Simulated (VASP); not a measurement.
Input of a VASP 6.6.1 run:

The input INCAR:

```
PREC = Accurate ; ENCUT = 520
EDIFF = 1E-7 ; ISMEAR = -1
SIGMA = 0.1 ; LREAL = False
LASPH = True ; NELM = 80
ALGO = Normal ; ISIF = 2
LWAVE = False ; LCHARG = False
GGA = CA ; NBANDS = 28
```

KPOINTS

```
Automatic mesh
0
Gamma
  13 13 4
```

The input POSCAR:

```
Hf
1.0
    2.9812926595      0.0000000000      0.0000000000
   -1.4906463297      2.5818751792      0.0000000000
    0.0000000000      0.0000000000      9.5592296405
Hf
4
Direct
    0.0000000000      1.0000000000      1.0000000000
    0.0000000000      1.0000000000      0.5000000000
    0.3333333333      0.6666666667      0.2500000000
    0.6666666667      0.3333333333      0.7500000000
```

Potentials or basis: VASP PAW LDA potentials, release 64 (Hf_pv).

Run with:

```sh
$ cat potpaw_LDA.64/Hf_pv/POTCAR > POTCAR
$ mpirun -np 1 vasp_std > vasp.out
```

(1) What does it give for the band gap on the k mesh?

(2) What does it give for the pressure?

## Answers

(1) zero (band 20 reaches 7.16 eV, above the bottom of band 21 at 5.53 eV).

(2) 18.5 GPa.

Caveat: spin-orbit coupling is left out, which moves the levels of the heavy elements.
